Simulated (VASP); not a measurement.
A run of VASP 6.6.1 is set up as follows.

INCAR

```
ALGO = Normal
EDIFF = 1E-7
ENCUT = 520
GGA = PS
ISIF = 2
ISMEAR = -1
LASPH = T
LCHARG = T
LELF = T
LREAL = F
LVHAR = T
LWAVE = F
NBANDS = 10
NELM = 60
PREC = Accurate
SIGMA = 0.05
```

KPOINTS

```
k-points
0
Gamma
  12 12 12
```

Contents of POSCAR:

```
K
1.0
   -2.3841179327      2.3841179327      2.3841179327
    2.3841179327     -2.3841179327      2.3841179327
    2.3841179327      2.3841179327     -2.3841179327
K
1
Direct
    0.0000000000      0.0000000000      0.0000000000
```

Potentials or basis: VASP PAW PBE potentials, release 64 (K_sv).

Run with:

```sh
$ cat potpaw_PBE.64/K_sv/POTCAR > POTCAR
$ mpirun -np 1 vasp_std > vasp.out
```

Predict the pressure.

1.6 GPa.

What does it give for the band gap on the k mesh?

Zero (an odd number of electrons rules out a gap without spin polarisation).

Caveat: the PAW data sets were made with another functional, which shifts forces and pressure a little.
